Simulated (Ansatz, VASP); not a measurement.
## One calculation of BeCd3S4, two programs

```
CELL_PARAMETERS angstrom
0.00000 4.61362 4.61362
4.61362 0.00000 4.61362
4.61362 4.61362 0.00000
ATOMIC_POSITIONS crystal
Be 0.25000 0.25000 0.25000
Cd 0.50000 0.50000 0.50000
Cd 0.00000 0.00000 0.00000
Cd 0.75000 0.75000 0.75000
S 0.15157 0.15157 0.15157
S 0.15157 0.15157 0.54528
S 0.15157 0.54528 0.15157
S 0.54528 0.15157 0.15157
```

Alike in both runs: task relaxation of cell and atoms; functional PBE; k mesh 2 × 2 × 2; occupations gaussian, width 0.15 eV; no spin polarisation.

```csv
,VASP,Ansatz
version,VASP 6.6.1,Ansatz 0.2.0
potentials or method,"VASP PAW PBE potentials, release 64 (Be, Cd, S), cutoff 600 eV","scalar-relativistic, plane waves, PAW"
valence electrons in the cell,62,86
```

|  | VASP | Ansatz | Ansatz less VASP |
| --- | --- | --- | --- |
| gap on the k mesh at the Fermi level, each at its own relaxed structure (eV) | none | none | - |
| relaxed volume (Å³/atom) | 34.62 | 34.30 | -0.329 |
| relaxed cell length with the largest relative difference (Å) | 7.317 | 7.294 | -0.0233 |

A gap of «none» marks a metal or a gap that the smearing closes. VASP's potentials hold 62 valence electrons a cell and Ansatz's 86, so a difference there can come from the potentials and not from the codes.

The k mesh is coarse, so the values compare programs but aren't converged. Noted on VASP's run: the volume moved by over 15 % at a fixed basis, so the end points are rough.
